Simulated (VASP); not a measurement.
# Cd (P6_3/mmc) in VASP: a series of runs

Runs on Cd. Level: PBEsol. Tasks: electric field gradients.

Everything below comes from runs of VASP 6.6.1. Logs are shortened: lines on timing, memory, paths and dates and some standing lists are left out, and cuts for length are marked.

## (1) The cell of the first run

It takes space group P6_3/mmc (No. 194, hexagonal). Conventional cell: a = 2.958 Å, b = 2.958 Å, c = 5.886 Å, α = 90.00°, β = 90.00°, γ = 120.00°. Cd (site symmetry -6m2) has 12 Cd at 2.96 to 3.40 Å within 3.9 Å.

## (2) Electric field gradients, PBEsol

The input, INCAR:

```
  PREC = Accurate
  ENCUT = 520
  EDIFF = 1E-8
  ISMEAR = -1
  SIGMA = 0.03
  LREAL = F
  LASPH = T
  NELM = 80
  ALGO = Normal
  ISIF = 2
  LWAVE = F
  LCHARG = F
  GGA = PS
  LEFG = T
  NBANDS = 19
```

The input, KPOINTS:

```
regular mesh
0
Gamma
  14 14 6
```

The input, POSCAR:

```
Cd
1.0
    2.9584748202      0.0000000000      0.0000000000
   -1.4792374101      2.5621143508      0.0000000000
    0.0000000000      0.0000000000      5.8859279300
Cd
2
Direct
    0.3333333333      0.6666666667      0.2500000000
    0.6666666667      0.3333333333      0.7500000000
```

Potentials or basis: VASP PAW PBE potentials, release 64 (Cd).

The run is started by

```
$ cat potpaw_PBE.64/Cd/POTCAR > POTCAR
$ mpirun -np 1 vasp_std > vasp.out
```

OUTCAR:

```text
PREC = Accurate
   ENCUT = 520
   EDIFF = 1E-8
   ISMEAR = -1
   LREAL = F
   LASPH = T
   NELM = 80
   ISIF = 2
   GGA = PS

 ion  position               nearest neighbor table
   1  0.333  0.667  0.250-   2 3.40   2 3.40   2 3.40   2 3.40   2 3.40   2 3.40
   2  0.667  0.333  0.750-   1 3.40   1 3.40   1 3.40   1 3.40   1 3.40   1 3.40

  LATTYP: Found a hexagonal cell.
 ALAT       =     2.9584748202
 C/A-ratio  =     1.9895142895

  Lattice vectors:

 A1 = (   2.9584748202,   0.0000000000,   0.0000000000)
 A2 = (  -1.4792374101,   2.5621143508,   0.0000000000)
 A3 = (   0.0000000000,   0.0000000000,   5.8859279300)

Analysis of symmetry for initial positions (statically):
=====================================================================
 Subroutine PRICEL returns:
 Original cell was already a primitive cell.

 Routine SETGRP: Setting up the symmetry group for a
 hexagonal supercell.

 Subroutine GETGRP returns: Found 24 space group operations
 (whereof 12 operations were pure point group operations)
 out of a pool of 24 trial point group operations.

The static configuration has the point symmetry D_3d.
 The point group associated with its full space group is D_6h.

Analysis of symmetry for dynamics (positions and initial velocities):
=====================================================================
 Subroutine PRICEL returns:
 Original cell was already a primitive cell.

 Routine SETGRP: Setting up the symmetry group for a
 hexagonal supercell.

 Subroutine GETGRP returns: Found 24 space group operations
 (whereof 12 operations were pure point group operations)
 out of a pool of 24 trial point group operations.

The dynamic configuration has the point symmetry D_3d.
 The point group associated with its full space group is D_6h.

 Subroutine INISYM returns: Found 24 space group operations
 (whereof 12 operations are pure point group operations),
 and found     1 'primitive' translations

----------------------------------------------------------------------------------------

                                     Primitive cell

  volume of cell :      44.6150

  direct lattice vectors                    reciprocal lattice vectors
     2.958474820  0.000000000  0.000000000     0.338012003  0.195151321  0.000000000
    -1.479237410  2.562114351  0.000000000     0.000000000  0.390302642  0.000000000
     0.000000000  0.000000000  5.885927930     0.000000000  0.000000000  0.169896746

  length of vectors
     2.958474820  2.958474820  5.885927930     0.390302642  0.390302642  0.169896746

  position of ions in fractional coordinates (direct lattice)
     0.333333333  0.666666667  0.250000000
     0.666666667  0.333333333  0.750000000

  ion indices of the primitive-cell ions
   primitive index   ion index
                 1           1
                 2           2

----------------------------------------------------------------------------------------

 KPOINTS: regular mesh

Automatic generation of k-mesh.
 Grid dimensions read from file:
 generate k-points for:   14   14    6

 Generating k-lattice:

  Cartesian coordinates                     Fractional coordinates (reciprocal lattice)
     0.024143715  0.013939380  0.000000000     0.071428571  0.000000000  0.000000000
     0.000000000  0.027878760  0.000000000     0.000000000  0.071428571  0.000000000
     0.000000000  0.000000000  0.028316124     0.000000000  0.000000000  0.166666667

  Length of vectors
     0.027878760  0.027878760  0.028316124

  Shift w.r.t. Gamma in fractional coordinates (k-lattice)
     0.000000000  0.000000000  0.000000000

 Subroutine IBZKPT returns following result:
 ===========================================

 Found     96 irreducible k-points:

 Following reciprocal coordinates:
            Coordinates               Weight
  0.000000  0.000000  0.000000      1.000000
  0.071429  0.000000  0.000000      6.000000
  0.142857 -0.000000  0.000000      6.000000
  0.214286 -0.000000  0.000000      6.000000
  0.285714 -0.000000  0.000000      6.000000
  0.357143 -0.000000  0.000000      6.000000
[... 16 lines left out ...]
  0.285714  0.285714  0.000000      6.000000
  0.357143  0.285714  0.000000      6.000000
 [... further k-points ...]
   k-points           NKPTS =     96   k-points in BZ     NKDIM =     96   number of bands    NBANDS=     19
   number of dos      NEDOS =    301   number of ions     NIONS =      2
   total plane-waves  NPLWV =  27648
   dimension x,y,z NGX =    24 NGY =   24 NGZ =   48
   dimension x,y,z NGXF=    48 NGYF=   48 NGZF=   96
   ions per type =               2
   NGX,Y,Z   is equivalent  to a cutoff of  13.49, 13.49, 13.56 a.u.
   NGXF,Y,Z  is equivalent  to a cutoff of  26.97, 26.97, 27.11 a.u.
 SYSTEM =  unknown system
   PREC   = accura    normal or accurate (medium, high low for compatibility)
   ISTART =      0    job   : 0-new  1-cont  2-samecut
   ICHARG =      2    charge: 1-file 2-atom 10-const
   ISPIN  =      1    spin polarized calculation?
   LNONCOLLINEAR =      F non collinear calculations
   LSORBIT =      F    spin-orbit coupling
   LASPH  =      T    aspherical Exc in radial PAW
   ENCUT  =  520.0 eV  38.22 Ry    6.18 a.u.   5.50  5.50 10.94*2*pi/ulx,y,z
   NELM   =     80;   NELMIN=  2; NELMDL= -5     # of ELM steps
   EDIFF  = 0.1E-07   stopping-criterion for ELM
   LREAL  =      F    real-space projection
   EDIFFG = 0.1E-06   stopping-criterion for IOM
   NSW    =      0    number of steps for IOM
   IBRION =     -1    ionic relax: 0-MD 1-quasi-New 2-CG
   NFREE  =      0    steps in history (QN), initial steepest desc. (CG)
   ISIF   =      2    stress and relaxation
   ISYM   =      2    0-nonsym 1-usesym 2-fastsym
   POTIM  = 0.5000    time-step for ionic-motion
   TEBEG  =    0.0;   TEEND  =   0.0 temperature during run
   PSTRESS=    0.0 pullay stress
   NELECT =      24.0000    total number of electrons
   NUPDOWN=      -1.0000    fix difference up-down
   EMIN   =  10.00;   EMAX   =-10.00  energy-range for DOS
   EFERMI =   0.00;   METHOD = LEGACY
   ISMEAR =    -1;   SIGMA  =   0.03  broadening in eV -4-tet -1-fermi 0-gaus
   EFERMI_NEDOS =   21; number of points for ismear=-14 and -15
   IALGO  =     38    algorithm
   IMIX   =      4    mixing-type and parameters
     AMIX     =   0.40;   BMIX     =  1.00
     AMIX_MAG =   1.60;   BMIX_MAG =  1.00
  volume/ion in A,a.u.               =      22.31       150.54
  Fermi-wavevector in a.u.,A,eV,Ry     =   1.331429  2.516037 24.119105  1.772704
  Thomas-Fermi vector in A             =   2.460441
   LORBIT       =      0    0 simple, 1 ext, 2 COOP (PROOUT), +10 PAW based schemes
   GGA     = PS    functional components
   LHFCALC =     F    Hartree Fock is set to
   AEXX    =    0.0000 exact exchange contribution
   IVDW    =     0    specifies the selected vdW correction
   LEPSILON=     F    determine dielectric tensor
   LRPA    =     F    only Hartree local field effects (RPA)
 non-spin polarized calculation
  energy-cutoff  :      520.00
  volume of cell :       44.62
 maximum number of plane-waves:      1233
 NGX is ok and might be reduce to    24
   NGX = 11   NGY = 11   NGZ = 21

 number of electron      24.0000002 magnetization

 Free energy of the ion-electron system (eV)
  ---------------------------------------------------
  ext. energy  EPLUGINS =         0.00000000
  ---------------------------------------------------
  free energy    TOTEN  =        -2.37192077 eV

  energy without entropy =       -2.36974112  energy(sigma->0) =       -2.37083095

 E-fermi :   2.6113     XC(G=0): -11.0204

 val. band max:        2.5959771836   @ k =   0.3571   0.2857   0.1667
 cond. band min:       2.6219630512   @ k =   0.3571   0.2143   0.3333
 fundamental gap:      0.0259858675
 Fermi energy:         2.6113141465

 k-point     1 :       0.0000    0.0000    0.0000
  band No.  band energies     occupation
      1      -7.2438      2.00000
      2      -7.0594      2.00000
      3      -6.6013      2.00000
      4      -6.6013      2.00000
      5      -6.5652      2.00000
      6      -6.5652      2.00000
[... 11 lines left out ...]
     18      17.9607      0.00000
     19      18.4631      0.00000
[... 485 lines left out ...]
 k-point    24 :       0.3571    0.2857    0.0000
  band No.  band energies     occupation
      1      -6.8077      2.00000
      2      -6.6663      2.00000
      3      -6.5470      2.00000
      4      -6.5033      2.00000
      5      -6.5031      2.00000
      6      -6.3395      2.00000
[... 11 lines left out ...]
     18       8.3133      0.00000
     19      10.4516      0.00000

 [... further k-points ...]

------------------------ aborting loop because EDIFF is reached ----------------------------------------

  FORCE on cell =-STRESS in cart. coord.  units (eV):
  Direction    XX          YY          ZZ          XY          YZ          ZX
  --------------------------------------------------------------------------------------
  -------------------------------------------------------------------------------------
  Total       -0.5055542     -0.5055542     -0.5598757      0.0000000      0.0000000      0.0000000
  in kB      -18.1550320    -18.1550320    -20.1057771      0.0000000      0.0000000      0.0000000
  external PRESSURE =     -18.8052803 kB  Pullay stress =       0.0000000 kB

 VOLUME and BASIS-vectors are now :
 -----------------------------------------------------------------------------
  energy-cutoff  :      520.00
  volume of cell :       44.62
      direct lattice vectors                 reciprocal lattice vectors
     2.958474820  0.000000000  0.000000000     0.338012003  0.195151321  0.000000000
    -1.479237410  2.562114351  0.000000000     0.000000000  0.390302642  0.000000000
     0.000000000  0.000000000  5.885927930     0.000000000  0.000000000  0.169896746

 POSITION                                       TOTAL-FORCE (eV/Angst)
 -----------------------------------------------------------------------------------
     -0.00000      1.70808      1.47148         0.000000     -0.000000     -0.000000
      1.47924      0.85404      4.41445        -0.000000      0.000000      0.000000
 -----------------------------------------------------------------------------------
    total drift:                               -0.000000      0.000000      0.000000

  FREE ENERGIE OF THE ION-ELECTRON SYSTEM (eV)
  ---------------------------------------------------
  free  energy   TOTEN  =        -2.3719207749 eV

  energy  without entropy=       -2.3697411190  energy(sigma->0) =       -2.37083095

 Electric field gradients (V/A^2)
---------------------------------------------------------------------
 ion       V_xx      V_yy      V_zz      V_xy      V_xz      V_yz
---------------------------------------------------------------------
   1     -50.338   -50.336   100.674     0.001     0.000    -0.000
   2     -50.338   -50.336   100.674     0.001    -0.000     0.000
---------------------------------------------------------------------

 Electric field gradients after diagonalization (V/A^2)
 (convention: |V_zz| > |V_xx| > |V_yy|)
----------------------------------------------------------------------
 ion       V_xx      V_yy      V_zz     asymmetry (V_yy - V_xx)/ V_zz
----------------------------------------------------------------------
   1     -50.338   -50.335   100.674       0.000
   2     -50.338   -50.335   100.674       0.000
----------------------------------------------------------------------

           NMR quadrupolar parameters

 Cq : quadrupolar parameter    Cq=e*Q*V_zz/h
 eta: asymmetry parameters     (V_yy - V_xx)/ V_zz
 Q  : nuclear electric quadrupole moment in mb (millibarn)
----------------------------------------------------------------------
 ion       Cq(MHz)       eta       Q (mb)
----------------------------------------------------------------------
   1       0.243       0.000       1.000
   2       0.243       0.000       1.000
----------------------------------------------------------------------
```

Run time: 27 s. Hardware: 1 thread of Intel Xeon 6975P-C (Granite Rapids), shared host; peak memory 0.2 GiB.

What came out:

```yaml
Free_energy: -2.3719 eV
Pressure: -1.9 GPa
Band_gap_on_the_k_mesh: zero (bands 12 and 13 overlap by 4.67 eV)
Largest_electric_field_gradient_by_atom: Cd +100.7 V/Å²
```

Stress tensor (GPa, compression positive):
```
-1.82  0.00  0.00
 0.00 -1.82  0.00
 0.00  0.00 -2.01
```

Electric field gradients, principal values (V/Å²):
```csv
atom,least,middle,greatest (by size)
1 Cd,-50.335,-50.338,100.674
2 Cd,-50.335,-50.338,100.674
```

Caveat: without QUAD_EFG the Cq values of the log hold for a quadrupole moment of 1 mb, not for the nuclei; the PAW data sets were made with another functional, which shifts forces and pressure a little.

(Continued in part 2 of 2.)

The gap in the log of VASP goes by the Fermi energy; the results here count the filled bands.